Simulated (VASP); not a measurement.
A run of VASP 6.6.1 is set up as follows.

Contents of INCAR:

```
ALGO     = Normal         # electronic algorithm
EDIFF    = 1E-7           # SCF threshold, eV
ENCUT    = 520            # plane-wave cutoff, eV
ISIF     = 2              # what is computed and relaxed
ISMEAR   = 0              # smearing method
LASPH    = True           # aspherical terms in the spheres
LCHARG   = False          # write CHGCAR
LREAL    = False          # projectors in reciprocal space
LWAVE    = False          # write WAVECAR
NBANDS   = 52             # bands
NELM     = 100            # most SCF steps
PREC     = Accurate       # precision mode
SIGMA    = 0.15           # smearing width, eV
```

Contents of KPOINTS:

```
k-points
0
Gamma
  3 3 3
```

POSCAR

```
BiTe
1.0
   -4.9302719907     -2.7908767357      3.4029966457
    4.7930418848     -2.7452821545      3.2410012696
   -0.0291289873      5.4555501319      3.2540208710
Bi Te
4 4
Direct
    0.4884959750      0.5241641179      0.5288547670
   -0.0347837638      0.0000348805      0.5089036136
   -0.0039591797      0.4755991726     -0.0082101464
    0.5358347486      0.0235809493     -0.0463914187
    0.0165293153      0.0011176575      0.0092760982
    0.5172922025      0.5415895089     -0.0187831377
    0.4758004494     -0.0455778917      0.5125058119
    0.0047902528      0.4794916050      0.5138444120
```

Potentials or basis: VASP PAW LDA potentials, release 64 (Bi_d, Te).

Run with:

```console
$ cat potpaw_LDA.64/Bi_d/POTCAR potpaw_LDA.64/Te/POTCAR > POTCAR
$ mpirun -np 1 vasp_std > vasp.out
```

What does it give for the pressure?

0.6 GPa.

What does it give for the band gap on the k mesh?

Zero (bands 42 and 43 overlap by 1.66 eV).

Estimate the largest force.

1.952 eV/Å.

Forces in eV/Å, atoms in the order of the input:
```
Bi  -1.405 -0.043 -1.237
Bi  -0.595 -0.090 -0.154
Bi   0.210 -0.069  0.447
Bi   0.391  1.181  0.980
Te  -0.376 -0.171 -0.138
Te   0.014  0.612  0.142
Te   1.378 -1.381  0.051
Te   0.383 -0.038 -0.089
```

Caveat: the cell differs from its parent crystal (atoms moved at random and the cell strained at random); spin-orbit coupling is left out, which moves the levels of the heavy elements; forces of over 1 eV/Å act on the atoms, so gaps and moduli don't describe the material at rest.
